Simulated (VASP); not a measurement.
Wanted: the native input for a VASP 6.6.1 run.

| Quantity | Value |
| --- | --- |
| Task | single point |
| Functional | PBE0 |
| Potentials or basis | VASP PAW PBE potentials, release 64 (Cd, S) |
| Cutoff | 520 eV |
| k mesh | 6 × 6 × 6 |
| Occupations | gaussian, width 0.01 eV |
| Spin | no spin polarisation |
| Dipole correction | no |
| Grid for exact exchange (PRECFOCK) | Normal |
| Further INCAR settings | ALGO = Normal; EDIFF = 1e-06; NBANDS = 16 |
| Share of exact exchange | 0.25 |

Crystal: CdS.

```
Cd S
1.0
     0.00000    2.91650    2.91650
     2.91650    0.00000    2.91650
     2.91650    2.91650    0.00000
Cd S
1 1
Direct
  0.00000 0.00000 0.00000
  0.75000 0.75000 0.75000
```

One way to write it, as run:

POSCAR

```
CdS
1.0
    0.0000000000      2.9165000000      2.9165000000
    2.9165000000      0.0000000000      2.9165000000
    2.9165000000      2.9165000000      0.0000000000
Cd S
1 1
Direct
    0.0000000000      0.0000000000      0.0000000000
    0.7500000000      0.7500000000      0.7500000000
```

INCAR.step1

```
SYSTEM = CdS
  PREC = Accurate
  ENCUT = 520
  EDIFF = 1E-5
  ISMEAR = 0
  SIGMA = 0.01
  LREAL = .False.
  LASPH = .True.
  NELM = 80
  ALGO = Normal
  ISIF = 2
  LWAVE = .True.
  NBANDS = 16
  GGA = PE
```

INCAR.step2

```
SYSTEM = CdS
  PREC = Accurate
  ENCUT = 520
  EDIFF = 1E-6
  ISMEAR = 0
  SIGMA = 0.01
  LREAL = .False.
  LASPH = .True.
  NELM = 80
  ALGO = Normal
  ISIF = 2
  LWAVE = .False.
  LCHARG = .True.
  GGA = PE
  LHFCALC = .True.
  AEXX = 0.25
  PRECFOCK = Normal
  LELF = .True.
  LVHAR = .True.
  NBANDS = 16
  ISTART = 1
```

KPOINTS

```
Automatic mesh
0
Gamma
  6 6 6
  0 0 0
```

Potentials or basis: VASP PAW PBE potentials, release 64 (Cd, S).

Command:

```bash
$ cat potpaw_PBE.64/Cd/POTCAR potpaw_PBE.64/S/POTCAR > POTCAR
$ cp INCAR.step1 INCAR
$ mpirun -np 1 vasp_std > vasp.out
$ cp INCAR.step2 INCAR
$ mpirun -np 1 vasp_std > vasp.out
```

Results of the run:

The pressure is 1.8 GPa and the band gap on the k mesh is 2.83 eV.

Caveat: the PAW data sets were made with another functional, which shifts forces and pressure a little.

It took 82 min on 1 thread of Oxide Virtual Turin-like Processor (shared host), peak memory 0.17 GiB.
